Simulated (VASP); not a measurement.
# Ge (P6_3/mmc) in VASP: relaxation of cell and atoms with LDA

Aim: the relaxation of cell and atoms of Ge with LDA.

Program: VASP 6.6.1. These are calculated values, not measurements. Logs are shortened: lines on timing, memory, paths and dates and some standing lists are left out, and cuts for length are marked.

### Step 1. The cell of the first run

It takes space group P6_3/mmc (No. 194, hexagonal). Conventional cell: a = 2.745 Å, b = 2.745 Å, c = 4.490 Å, α = 90.00°, β = 90.00°, γ = 120.00°. Within 3.6 Å of Ge (site symmetry -6m2) lie 12 Ge at 2.75 Å.

This isn't the form of Ge at room conditions, which is diamond.

### Step 2. Relaxation of cell and atoms, LDA, target pressure 25 GPa, at which the enthalpy is minimised

The input, INCAR:

```
PREC     = Accurate       # precision mode
ENCUT    = 600            # plane-wave cutoff, eV
EDIFF    = 1E-6           # SCF threshold, eV
ISMEAR   = -1             # smearing method
SIGMA    = 0.05           # smearing width, eV
LREAL    = F              # projectors in reciprocal space
LASPH    = T              # aspherical terms in the spheres
NELM     = 60             # most SCF steps
ALGO     = Normal         # electronic algorithm
ISIF     = 3              # what is computed and relaxed
LWAVE    = F              # write WAVECAR
LCHARG   = F              # write CHGCAR
GGA      = CA             # functional
IBRION   = 2              # ionic algorithm
NSW      = 32             # ionic steps
EDIFFG   = -0.005         # ionic threshold
PSTRESS  = 250.0
```

The input, KPOINTS:

```
regular mesh
0
Gamma
  16 16 9
```

The input, POSCAR:

```
Ge
1.0
    2.7452740690      0.0000000000      0.0000000000
   -1.3726370345      2.3774770841      0.0000000000
    0.0000000000      0.0000000000      4.4900548395
Ge
2
Direct
    0.3333333333      0.6666666667      0.2500000000
    0.6666666667      0.3333333333      0.7500000000
```

Potentials or basis: VASP PAW LDA potentials, release 64 (Ge_d).

On the command line:

```console
> cat potpaw_LDA.64/Ge_d/POTCAR > POTCAR
> mpirun -np 1 vasp_std > vasp.out
```

OUTCAR:

```text
PREC = Accurate
   ENCUT = 600
   EDIFF = 1E-6
   ISMEAR = -1
   LREAL = F
   LASPH = T
   NELM = 60
   ISIF = 3
   GGA = CA
   IBRION = 2
   NSW = 32
   EDIFFG = -0.005
   PSTRESS = 250.0

 ion  position               nearest neighbor table
   1  0.333  0.667  0.250-   2 2.75   2 2.75   2 2.75   2 2.75   2 2.75   2 2.75
   2  0.667  0.333  0.750-   1 2.75   1 2.75   1 2.75   1 2.75   1 2.75   1 2.75

  LATTYP: Found a hexagonal cell.
 ALAT       =     2.7452740690
 C/A-ratio  =     1.6355579540

  Lattice vectors:

 A1 = (   2.7452740690,   0.0000000000,   0.0000000000)
 A2 = (  -1.3726370345,   2.3774770841,   0.0000000000)
 A3 = (   0.0000000000,   0.0000000000,   4.4900548395)

Analysis of symmetry for initial positions (statically):
=====================================================================
 Subroutine PRICEL returns:
 Original cell was already a primitive cell.

 Routine SETGRP: Setting up the symmetry group for a
 hexagonal supercell.

 Subroutine GETGRP returns: Found 24 space group operations
 (whereof 12 operations were pure point group operations)
 out of a pool of 24 trial point group operations.

The static configuration has the point symmetry D_3d.
 The point group associated with its full space group is D_6h.

Analysis of symmetry for dynamics (positions and initial velocities):
=====================================================================
 Subroutine PRICEL returns:
 Original cell was already a primitive cell.

 Routine SETGRP: Setting up the symmetry group for a
 hexagonal supercell.

 Subroutine GETGRP returns: Found 24 space group operations
 (whereof 12 operations were pure point group operations)
 out of a pool of 24 trial point group operations.

The dynamic configuration has the point symmetry D_3d.
 The point group associated with its full space group is D_6h.

 Subroutine INISYM returns: Found 24 space group operations
 (whereof 12 operations are pure point group operations),
 and found     1 'primitive' translations

----------------------------------------------------------------------------------------

                                     Primitive cell

  volume of cell :      29.3058

  direct lattice vectors                    reciprocal lattice vectors
     2.745274069  0.000000000  0.000000000     0.364262356  0.210306969  0.000000000
    -1.372637035  2.377477084  0.000000000     0.000000000  0.420613938  0.000000000
     0.000000000  0.000000000  4.490054839     0.000000000  0.000000000  0.222714429

  length of vectors
     2.745274069  2.745274069  4.490054839     0.420613938  0.420613938  0.222714429

  position of ions in fractional coordinates (direct lattice)
     0.333333333  0.666666667  0.250000000
     0.666666667  0.333333333  0.750000000

  ion indices of the primitive-cell ions
   primitive index   ion index
                 1           1
                 2           2

----------------------------------------------------------------------------------------

 KPOINTS: regular mesh

Automatic generation of k-mesh.
 Grid dimensions read from file:
 generate k-points for:   16   16    9

 Generating k-lattice:

  Cartesian coordinates                     Fractional coordinates (reciprocal lattice)
     0.022766397  0.013144186  0.000000000     0.062500000  0.000000000  0.000000000
     0.000000000  0.026288371  0.000000000     0.000000000  0.062500000  0.000000000
     0.000000000  0.000000000  0.024746048     0.000000000  0.000000000  0.111111111

  Length of vectors
     0.026288371  0.026288371  0.024746048

  Shift w.r.t. Gamma in fractional coordinates (k-lattice)
     0.000000000  0.000000000  0.000000000

 Subroutine IBZKPT returns following result:
 ===========================================

 Found    150 irreducible k-points:

 Following reciprocal coordinates:
            Coordinates               Weight
  0.000000  0.000000  0.000000      1.000000
  0.062500  0.000000  0.000000      6.000000
  0.125000  0.000000  0.000000      6.000000
  0.187500  0.000000  0.000000      6.000000
  0.250000  0.000000  0.000000      6.000000
  0.312500  0.000000  0.000000      6.000000
[... 16 lines left out ...]
  0.187500  0.187500  0.000000      6.000000
  0.250000  0.187500  0.000000     12.000000
 [... further k-points ...]
   k-points           NKPTS =    150   k-points in BZ     NKDIM =    150   number of bands    NBANDS=     18
   number of dos      NEDOS =    301   number of ions     NIONS =      2
   total plane-waves  NPLWV =  20736
   dimension x,y,z NGX =    24 NGY =   24 NGZ =   36
   dimension x,y,z NGXF=    48 NGYF=   48 NGZF=   72
   ions per type =               2
   NGX,Y,Z   is equivalent  to a cutoff of  14.53, 14.53, 13.33 a.u.
   NGXF,Y,Z  is equivalent  to a cutoff of  29.07, 29.07, 26.66 a.u.
 SYSTEM =  unknown system
   PREC   = accura    normal or accurate (medium, high low for compatibility)
   ISTART =      0    job   : 0-new  1-cont  2-samecut
   ICHARG =      2    charge: 1-file 2-atom 10-const
   ISPIN  =      1    spin polarized calculation?
   LNONCOLLINEAR =      F non collinear calculations
   LSORBIT =      F    spin-orbit coupling
   LASPH  =      T    aspherical Exc in radial PAW
   ENCUT  =  600.0 eV  44.10 Ry    6.64 a.u.   5.48  5.48  8.97*2*pi/ulx,y,z
   NELM   =     60;   NELMIN=  2; NELMDL= -5     # of ELM steps
   EDIFF  = 0.1E-05   stopping-criterion for ELM
   LREAL  =      F    real-space projection
   EDIFFG = -.5E-02   stopping-criterion for IOM
   NSW    =     32    number of steps for IOM
   IBRION =      2    ionic relax: 0-MD 1-quasi-New 2-CG
   NFREE  =      1    steps in history (QN), initial steepest desc. (CG)
   ISIF   =      3    stress and relaxation
   ISYM   =      2    0-nonsym 1-usesym 2-fastsym
   POTIM  = 0.5000    time-step for ionic-motion
   TEBEG  =    0.0;   TEEND  =   0.0 temperature during run
   PSTRESS=  250.0 pullay stress
   NELECT =      28.0000    total number of electrons
   NUPDOWN=      -1.0000    fix difference up-down
   EMIN   =  10.00;   EMAX   =-10.00  energy-range for DOS
   EFERMI =   0.00;   METHOD = LEGACY
   ISMEAR =    -1;   SIGMA  =   0.05  broadening in eV -4-tet -1-fermi 0-gaus
   EFERMI_NEDOS =   21; number of points for ismear=-14 and -15
   IALGO  =     38    algorithm
   IMIX   =      4    mixing-type and parameters
     AMIX     =   0.40;   BMIX     =  1.00
     AMIX_MAG =   1.60;   BMIX_MAG =  1.00
  volume/ion in A,a.u.               =      14.65        98.88
  Fermi-wavevector in a.u.,A,eV,Ry     =   1.612413  3.047019 35.373454  2.599876
  Thomas-Fermi vector in A             =   2.707647
   LORBIT       =      0    0 simple, 1 ext, 2 COOP (PROOUT), +10 PAW based schemes
   GGA     = CA    functional components
   LHFCALC =     F    Hartree Fock is set to
   AEXX    =    0.0000 exact exchange contribution
   IVDW    =     0    specifies the selected vdW correction
   LEPSILON=     F    determine dielectric tensor
   LRPA    =     F    only Hartree local field effects (RPA)
 conjugate gradient relaxation of ions
 non-spin polarized calculation
  energy-cutoff  :      600.00
  volume of cell :       29.31
 maximum number of plane-waves:      1008
 NGX is ok and might be reduce to    24
   NGX = 11   NGY = 11   NGZ = 17

--------------------------------------- Ionic step        1  -------------------------------------------

 number of electron      27.9999991 magnetization

 Free energy of the ion-electron system (eV)
  ---------------------------------------------------
  ext. energy  EPLUGINS =         0.00000000
  ---------------------------------------------------
  free energy    TOTEN  =        -9.35444191 eV

  energy without entropy =       -9.35014929  energy(sigma->0) =       -9.35229560

------------------------ aborting loop because EDIFF is reached ----------------------------------------

  FORCE on cell =-STRESS in cart. coord.  units (eV):
  Direction    XX          YY          ZZ          XY          YZ          ZX
  --------------------------------------------------------------------------------------
  -------------------------------------------------------------------------------------
  Total        4.6232767      4.6232767      4.6110900      0.0000000     -0.0000000      0.0000000
  in kB      252.7590837    252.7590837    252.0928244      0.0000000     -0.0000000      0.0000000
  external PRESSURE =       2.5369972 kB  Pullay stress =     250.0000000 kB
[... 61 lines left out ...]
  enthalpy is  TOTEN    =        -4.7816917658 eV   P V=        4.5881823314

--------------------------------------- Ionic step        3  -------------------------------------------

 number of electron      27.9999989 magnetization

 Free energy of the ion-electron system (eV)
  ---------------------------------------------------
  ext. energy  EPLUGINS =         0.00000000
  ---------------------------------------------------
  free energy    TOTEN  =        -9.36575643 eV

  energy without entropy =       -9.36153082  energy(sigma->0) =       -9.36364362

 E-fermi :   9.6496     XC(G=0): -12.9097

 val. band max:        9.6311915528   @ k =   0.3125   0.1250   0.2222
 cond. band min:       9.6542307234   @ k =   0.3750   0.0000   0.2222
 fundamental gap:      0.0230391706
 Fermi energy:         9.6495812912

 k-point     1 :       0.0000    0.0000    0.0000
  band No.  band energies     occupation
      1     -15.4695      2.00000
      2     -15.4408      2.00000
      3     -15.4273      2.00000
      4     -15.4273      2.00000
      5     -15.4102      2.00000
      6     -15.4102      2.00000
[... 10 lines left out ...]
     17      20.4712      0.00000
     18      21.2615      0.00000
[... 466 lines left out ...]
      2     -15.4745      2.00000
      3     -15.4400      2.00000
      4     -15.4177      2.00000
      5     -15.3627      2.00000
      6     -15.3397      2.00000
[... 10 lines left out ...]
     17      14.3169      0.00000
     18      14.6150      0.00000

 [... further k-points ...]
[... 5 lines left out ...]
  --------------------------------------------------------------------------------------
  -------------------------------------------------------------------------------------
  Total        4.5894617      4.5894617      4.5898894      0.0000000     -0.0000000      0.0000000
  in kB      250.2954613    250.2954613    250.3187851      0.0000000     -0.0000000      0.0000000
  external PRESSURE =       0.3032359 kB  Pullay stress =     250.0000000 kB
[... 17 lines left out ...]
  FREE ENERGIE OF THE ION-ELECTRON SYSTEM (eV)
  ---------------------------------------------------
  free  energy   TOTEN  =        -9.3657564272 eV

  energy  without entropy=       -9.3615308161  energy(sigma->0) =       -9.36364362

  enthalpy is  TOTEN    =        -4.7817123146 eV   P V=        4.5840441127

 reached required accuracy - stopping structural energy minimisation
```

Wall time 2 min (1 thread of Intel Xeon 8259CL, shared host); peak memory 0.2 GiB.

Results:

| Item | Value |
| --- | --- |
| Free energy | -9.3658 eV |
| Relaxed volume | 14.69 Å³/atom |
| Relaxed cell | a = 2.748 Å, b = 2.748 Å, c = 4.493 Å, α = 90.00°, β = 90.00°, γ = 120.00° |
| Space group after relaxing (to 0.1 Å) | P6_3/mmc (No. 194) |
| Energy change on relaxing (the run minimises the enthalpy) | -5.7 meV/atom |
| Ionic steps | 3 |
| Pressure after relaxing | 25.0 GPa |
| Band gap on the k mesh | zero (bands 14 and 15 overlap by 12.04 eV) |

The path:
```csv
step,energy change (eV),largest force (eV/Å),pressure (GPa),volume (Å³)
1,0.0000,0.0000,25.25,29.31
2,-0.0154,0.0000,24.78,29.40
3,-0.0113,0.0000,25.03,29.38
```

Final structure:
```
Ge
1.0
     2.74772    0.00000    0.00000
    -1.37386    2.37959    0.00000
     0.00000    0.00000    4.49309
Ge
2
Direct
  0.33333 0.66667 0.25000
  0.66667 0.33333 0.75000
```

Caveat: the cell is relaxed towards a set pressure, so the run minimises the enthalpy, not the energy.

The gap in the log of VASP goes by the Fermi energy; the results here count the filled bands.